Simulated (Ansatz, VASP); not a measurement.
## CuAu in VASP and in Ansatz

Contents of INCAR:

```
PREC     = Accurate       # precision mode
ENCUT    = 520            # plane-wave cutoff, eV
EDIFF    = 1E-6           # SCF threshold, eV
ISMEAR   = -1             # smearing method
SIGMA    = 0.05           # smearing width, eV
LREAL    = False          # projectors in reciprocal space
LASPH    = True           # aspherical terms in the spheres
NELM     = 80             # most SCF steps
ALGO     = Normal         # electronic algorithm
ISIF     = 2              # what is computed and relaxed
LWAVE    = False          # write WAVECAR
LCHARG   = False          # write CHGCAR
GGA      = PS             # functional
NBANDS   = 18             # bands
```

File KPOINTS:

```
regular mesh
0
Gamma
  13 13 10
```

POSCAR

```
CuAu
1.0
    2.7906353816      0.0000000000      0.0000000000
    0.0000000000      2.7906353816      0.0000000000
    0.0000000000      0.0000000000      3.6577256608
Cu Au
1 1
Direct
    0.5000000000      0.5000000000      0.5000000000
    0.0000000000      0.0000000000      0.0000000000
```

Input for Ansatz:

```yaml
crystal:
  lattice:
    - [2.7906353816, 0.0, 0.0]
    - [0.0, 2.7906353816, 0.0]
    - [0.0, 0.0, 3.6577256608]
  atoms:
    - { symbol: Cu, position: [0.5, 0.5, 0.5] }
    - { symbol: Au, position: [0.0, 0.0, 0.0] }
kpoints:
  mp_grid: { grid: [13, 13, 10] }
  band_path:
    path:
      - [0.0, 0.0, 0.0]
      - [0.0, 0.5, 0.0]
      - [0.5, 0.5, 0.0]
      - [0.0, 0.0, 0.0]
      - [0.0, 0.0, 0.5]
      - [0.0, 0.5, 0.5]
      - [0.5, 0.5, 0.5]
      - [0.0, 0.0, 0.5]
      - [0.0, 0.5, 0.0]
    npoints: 5
scf:
  occupations: { method: fermi_dirac, width: 0.05 }
hamiltonian:
  xc: pbesol
  pseudopotentials: { kind: all_electron, lapw: { basis_error: 0.00025 } }
output:
  forces: true
  stress: true
  eigenvalues: true
```

Change from the starting cell: volume scaled by 0.99.

Alike in both runs: task single point; functional PBEsol; k mesh 13 × 13 × 10; occupations fermi-dirac, width 0.05 eV; no spin polarisation.

|  | VASP | Ansatz |
| --- | --- | --- |
| version | VASP 6.6.1 | Ansatz 0.2.0 |
| potentials or method | VASP PAW PBE potentials, release 64 (Cu, Au), cutoff 520 eV | all-electron LAPW, scalar-relativistic |

|  | VASP | Ansatz | Ansatz less VASP |
| --- | --- | --- | --- |
| pressure (GPa) | -0.4 | -0.4 | -0.01 |
| traceless stress, the component that is largest in VASP (GPa) | 0.30 | 0.22 | -0.083 |

VASP's potentials were made for PBE, not for PBEsol. Ansatz ran all-electron here, and VASP with PAW potentials.

Neither program's run includes spin-orbit coupling.
